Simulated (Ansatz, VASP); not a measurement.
## Ta: VASP beside Ansatz

Contents of INCAR:

```
SYSTEM = Ta
ALGO     = Normal         ! electronic algorithm
EDIFF    = 1E-6           ! SCF threshold, eV
ENCUT    = 500            ! plane-wave cutoff, eV
GGA_COMPAT= .FALSE.      
ISIF     = 2              ! what is computed and relaxed
ISMEAR   = 1              ! smearing method
LASPH    = .TRUE.         ! aspherical terms in the spheres
LCHARG   = .FALSE.        ! write CHGCAR
LREAL    = .FALSE.        ! projectors in reciprocal space
LWAVE    = .FALSE.        ! write WAVECAR
NBANDS   = 12             ! bands
NELM     = 120            ! most SCF steps
PREC     = Accurate       ! precision mode
SIGMA    = 0.02           ! smearing width, eV
```

KPOINTS

```
k-points
0
G
  20 20 20
  0 0 0
```

File POSCAR:

```
Ta
1.0
   -1.5769724000      1.5769724000      1.6512800000
    1.5769724000     -1.5769724000      1.6512800000
    1.5769724000      1.5769724000     -1.6512800000
Ta
1
Direct
    0.0000000000      0.0000000000      0.0000000000
```

Input for Ansatz:

```yaml
crystal:
  lattice:
    - [-1.5769724, 1.5769724, 1.65128]
    - [1.5769724, -1.5769724, 1.65128]
    - [1.5769724, 1.5769724, -1.65128]
  atoms:
    - { symbol: Ta, position: [0.0, 0.0, 0.0] }
basis:
  ecutwfc: 420
kpoints:
  mp_grid: { grid: [20, 20, 20] }
hamiltonian:
  xc: lda
scf:
  occupations: { method: methfessel_paxton, width: 0.02 }
output:
  forces: true
  stress: true
  eigenvalues: true
```

Change from the starting cell: strain -0.0450 x Voigt [1, 1, 0, 0, 0, 0], atoms carried along.

Alike in both runs: task single point; functional LDA; k mesh 20 × 20 × 20; occupations methfessel-paxton of order 1, width 0.02 eV; no spin polarisation.

|  | VASP | Ansatz |
| --- | --- | --- |
| version | VASP 6.6.1 | Ansatz 0.2.0 |
| potentials or method | VASP PAW LDA potentials, release 64 (Ta_sv_GW), cutoff 500 eV | scalar-relativistic, plane waves, PAW |
| valence electrons in the cell | 13 | 13 |

Ansatz gave:

| Item | Value |
| --- | --- |
| gap on the k mesh at the Fermi level (eV) | none |
| pressure (GPa) | 11.6 |
| traceless stress, the component that is largest in VASP (GPa) | -4.58 |

Problem. Estimate VASP's values.

Solution. gap on the k mesh at the Fermi level (eV): none; pressure (GPa): 10.9; traceless stress, the component that is largest in VASP (GPa): -4.62.

LDA's correlation is that of Perdew and Zunger in VASP and of Perdew and Wang (1992) in Ansatz. A gap of «none» marks a metal or a gap that the smearing closes.

Neither program's run includes spin-orbit coupling.
